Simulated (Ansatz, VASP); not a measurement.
## CaBPd3: VASP beside Ansatz

INCAR

```
SYSTEM = CaBPd3
PREC = Accurate ; ENCUT = 520
EDIFF = 1E-6 ; ISMEAR = -1
SIGMA = 0.1 ; LREAL = .FALSE.
LASPH = .TRUE. ; NELM = 100
ALGO = Normal ; ISIF = 2
LWAVE = .FALSE. ; LCHARG = .FALSE.
NBANDS = 30
```

KPOINTS

```
regular mesh
0
G
  6 6 6
  0 0 0
```

POSCAR

```
CaBPd3
1.0
    4.3161172728      0.0000000000      0.0000000000
    0.0000000000      4.3161172728      0.0000000000
    0.0000000000      0.0000000000      4.3161172728
Ca B Pd
1 1 3
Direct
    0.5000000000      0.5000000000      0.5000000000
    0.0000000000      0.0000000000      0.0000000000
    0.5000000000      0.0000000000      0.0000000000
    0.0000000000      0.5000000000      0.0000000000
    0.0000000000      0.0000000000      0.5000000000
```

Input for Ansatz:

```yaml
crystal:
  lattice:
    - [4.316117272791046, 0.0, 0.0]
    - [0.0, 4.316117272791046, 0.0]
    - [0.0, 0.0, 4.316117272791046]
  atoms:
    - { symbol: Ca, position: [0.5, 0.5, 0.5] }
    - { symbol: B, position: [0.0, 0.0, 0.0] }
    - { symbol: Pd, position: [0.5, 0.0, 0.0] }
    - { symbol: Pd, position: [0.0, 0.5, 0.0] }
    - { symbol: Pd, position: [0.0, 0.0, 0.5] }
basis:
  ecutwfc: 476.19925930478996
kpoints:
  mp_grid:
    grid: [6, 6, 6]
hamiltonian:
  xc: lda
scf:
  max_iter: 80
  mixing:
    algorithm: msr1
    beta: 0.7
  occupations:
    method: fermi_dirac
output:
  stress: true
```

Alike in both runs: task single point; functional LDA; k mesh 6 × 6 × 6; no spin polarisation.

```csv
,VASP,Ansatz
version,VASP 6.6.1,Ansatz 0.2.0
potentials or method,"VASP PAW LDA potentials, release 64 (Ca_sv, B, Pd), cutoff 520 eV","plane waves, PAW"
occupations,"fermi-dirac, width 0.1 eV",fermi-dirac
valence electrons in the cell,43,67
```

VASP gave:

* pressure (GPa): -10.1

Question: What did Ansatz give for the same quantities?

Answer: Pressure (GPa): -10.5.

LDA's correlation is that of Perdew and Zunger in VASP and of Perdew and Wang (1992) in Ansatz. VASP's potentials hold 43 valence electrons a cell and Ansatz's 67, so a difference there can come from the potentials and not from the codes.
